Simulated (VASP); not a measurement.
Set up this calculation in VASP 6.6.1, as the native input.

```
Task                   : relaxation of cell and atoms
Functional             : PBE
Potentials or basis    : VASP PAW PBE potentials, release 64 (Si, C)
Cutoff                 : 600 eV
k mesh                 : 6 × 6 × 2
Occupations            : gaussian, width 0.1 eV
Spin                   : no spin polarisation
Dipole correction      : no
Further INCAR settings : ALGO = Normal; EDIFF = 1e-06; IBRION = 2; EDIFFG = -0.04; NSW = 90; ISIF = 3
```

The structure of Si2C3 lies in POSCAR:

```
Si2C3
1.0
    2.5676600600      0.0000000000      0.0000000000
   -1.2838300300      2.2236588400      0.0000000000
    0.0000000000      0.0000000000     12.0559103100
Si C
2 3
Direct
    0.0000000000      0.0000000000      0.9000000000
    0.0000000000      0.0000000000      0.1000000000
    0.0000000000      0.0000000000      0.3000000000
    0.0000000000      0.0000000000      0.5000000000
    0.0000000000      0.0000000000      0.7000000000
```

The input as run:

INCAR

```
SYSTEM = Si2C3
PREC = Accurate
ENCUT = 600
EDIFF = 1E-6
ISMEAR = 0
SIGMA = 0.1
LREAL = .FALSE.
LASPH = .TRUE.
NELM = 100
ALGO = Normal
ISIF = 3
LWAVE = .FALSE.
LCHARG = .FALSE.
GGA = PE
IBRION = 2
NSW = 90
EDIFFG = -0.04
```

KPOINTS

```
regular mesh
0
G
  6 6 2
  0 0 0
```

Potentials or basis: VASP PAW PBE potentials, release 64 (Si, C).

The run is started by

```bash
$ cat potpaw_PBE.64/Si/POTCAR potpaw_PBE.64/C/POTCAR > POTCAR
$ mpirun -np 1 vasp_std > vasp.out
```

Results of the run:

The relaxed volume is 12.19 Å³/atom. The relaxed cell is a = 2.810 Å, b = 2.810 Å, c = 8.915 Å, α = 90.00°, β = 90.00°, γ = 120.00°. The space group after relaxing (to 0.1 Å) is P6/mmm (No. 191) and the energy gained by relaxing is 1988.7 meV/atom. The ionic steps are 63, the pressure after relaxing is 0.0 GPa and the largest force after relaxing is 0.029 eV/Å. The band gap on the k mesh is zero (bands 10 and 11 overlap by 5.14 eV).

Caveat: the k points lie up to 0.43 Å⁻¹ apart in the final cell, too coarse for converged energies and pressures of a metal; a cell axis changed by over 15 % at a fixed basis, so the end point is rough.

It took 4.9 min on 1 thread of Intel(R) Xeon(R) 6975P-C (Granite Rapids), with other jobs on the host, peak memory 0.24 GiB.
